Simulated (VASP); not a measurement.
Write the native input for VASP 6.6.1 that does the following.

```yaml
Task: relaxation of cell and atoms
Functional: r2SCAN
Potentials_or_basis: VASP PAW PBE potentials, release 64 (Al, P)
Cutoff: 550 eV
k_mesh: 12 × 12 × 12
Occupations: fermi-dirac, width 0.08 eV
Spin: no spin polarisation
Dipole_correction: no
Further_INCAR_settings: ALGO = Normal; EDIFF = 1e-07; IBRION = 2; EDIFFG = -0.005; NSW = 60; ISIF = 3
```

AlP (zincblende type):

```
CELL_PARAMETERS angstrom
0.00000 2.69877 2.69877
2.69877 0.00000 2.69877
2.69877 2.69877 0.00000
ATOMIC_POSITIONS crystal
Al 0.00000 0.00000 0.00000
P 0.25000 0.25000 0.25000
```

One way to write it, as run:

POSCAR

```
AlP
1.0
    0.0000000000      2.6987740699      2.6987740699
    2.6987740699      0.0000000000      2.6987740699
    2.6987740699      2.6987740699      0.0000000000
Al P
1 1
Direct
    0.0000000000      0.0000000000      0.0000000000
    0.2500000000      0.2500000000      0.2500000000
```

INCAR.step1

```
SYSTEM = AlP
PREC = Accurate ; ENCUT = 550
ISMEAR = -1 ; SIGMA = 0.08
LREAL = .FALSE. ; LASPH = .TRUE.
NELM = 120 ; GGA = PE
ALGO = Normal ; EDIFF = 1E-5
LWAVE = .TRUE. ; LCHARG = .FALSE.
GGA_COMPAT = .FALSE. ; IBRION = 2
ISIF = 3 ; EDIFFG = -0.005
NELMIN = 4 ; NSW = 100
```

INCAR.step2

```
SYSTEM = AlP
PREC = Accurate ; ENCUT = 550
EDIFF = 1E-7 ; ISMEAR = -1
SIGMA = 0.08 ; LREAL = .FALSE.
LASPH = .TRUE. ; NELM = 120
ALGO = Normal ; ISIF = 3
LWAVE = .FALSE. ; LCHARG = .FALSE.
METAGGA = R2SCAN ; LMIXTAU = .TRUE.
IBRION = 2 ; NSW = 60
EDIFFG = -0.005 ; ISTART = 1
GGA_COMPAT = .FALSE. ; NELMIN = 4
```

KPOINTS

```
Automatic mesh
0
G
  12 12 12
  0 0 0
```

Potentials or basis: VASP PAW PBE potentials, release 64 (Al, P).

Command:

```console
$ cat potpaw_PBE.64/Al/POTCAR potpaw_PBE.64/P/POTCAR > POTCAR
$ cp INCAR.step1 INCAR
$ mpirun -np 1 vasp_std > vasp.out
$ cp INCAR.step2 INCAR
$ mpirun -np 1 vasp_std > vasp.out
```

It gave:

```json
{"Relaxed volume": "20.48 Å³/atom", "Relaxed cell": "a = 3.869 Å, b = 3.869 Å, c = 3.869 Å, α = 60.00°, β = 60.00°, γ = 60.00°", "Space group after relaxing (to 0.05 Å)": "F-43m (No. 216)", "Energy gained by relaxing": "10.1 meV/atom", "Ionic steps": "3", "Pressure after relaxing": "0.0 GPa", "Band gap on the k mesh": "1.92 eV, indirect (least direct gap 3.94 eV)"}
```

Caveat: the PAW data sets were made with another functional, which shifts forces and pressure a little.

Run time: 3 min on 1 thread of Intel(R) Xeon(R) 6975P-C (Granite Rapids) (shared host), peak memory 0.18 GiB.
